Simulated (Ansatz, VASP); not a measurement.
**Se in VASP and in Ansatz**

Contents of INCAR:

```
  PREC = Accurate
  ENCUT = 600
  EDIFF = 1E-6
  ISMEAR = -1
  SIGMA = 0.1
  LREAL = False
  LASPH = True
  NELM = 60
  ALGO = Normal
  ISIF = 3
  LWAVE = False
  LCHARG = False
  GGA = PE
  IBRION = 2
  NSW = 80
  EDIFFG = -0.01
```

File KPOINTS:

```
Automatic mesh
0
Gamma
  13 13 13
```

POSCAR

```
Se
1.0
   -1.7600399104      1.7600399104      1.7600399104
    1.7600399104     -1.7600399104      1.7600399104
    1.7600399104      1.7600399104     -1.7600399104
Se
1
Direct
    0.0000000000      0.0000000000      0.0000000000
```

Input for Ansatz:

```yaml
crystal:
  lattice:
    - [-1.7600399104, 1.7600399104, 1.7600399104]
    - [1.7600399104, -1.7600399104, 1.7600399104]
    - [1.7600399104, 1.7600399104, -1.7600399104]
  atoms:
    - { symbol: Se, position: [0.0, 0.0, 0.0] }
hamiltonian:
  xc: pbe
  pseudopotentials:
    kind: paw
    azcp:
      Se: "pseudopotentials/Se.paw.azcp"
basis:
  ecutwfc: 420
  fft_grid_basis: typed
kpoints:
  mp_grid: { grid: [13, 13, 13], shift: [0, 0, 0] }
magnetization:
  spin_polarized: false
scf:
  occupations: { method: fermi_dirac, width: 0.1 }
relax:
  max_steps: 60
  f_tol: 0.01
  cell: {}
```

Alike in both runs: task relaxation of cell and atoms; functional PBE; k mesh 13 × 13 × 13; occupations fermi-dirac, width 0.1 eV; no spin polarisation.

```csv
,VASP,Ansatz
version,VASP 6.6.1,Ansatz 0.2.0
potentials or method,"VASP PAW PBE potentials, release 64 (Se), cutoff 600 eV","plane waves (420 eV) with PAW, scalar-relativistic"
valence electrons in the cell,6,16
```

```csv
,VASP,Ansatz,Ansatz less VASP
relaxed volume (Å³/atom),20.34,20.34,0.000
relaxed cell length with the largest relative difference (Å),2.978,2.978,0.0000
```

VASP's potentials hold 6 valence electrons a cell and Ansatz's 16, so a difference there can come from the potentials and not from the codes.
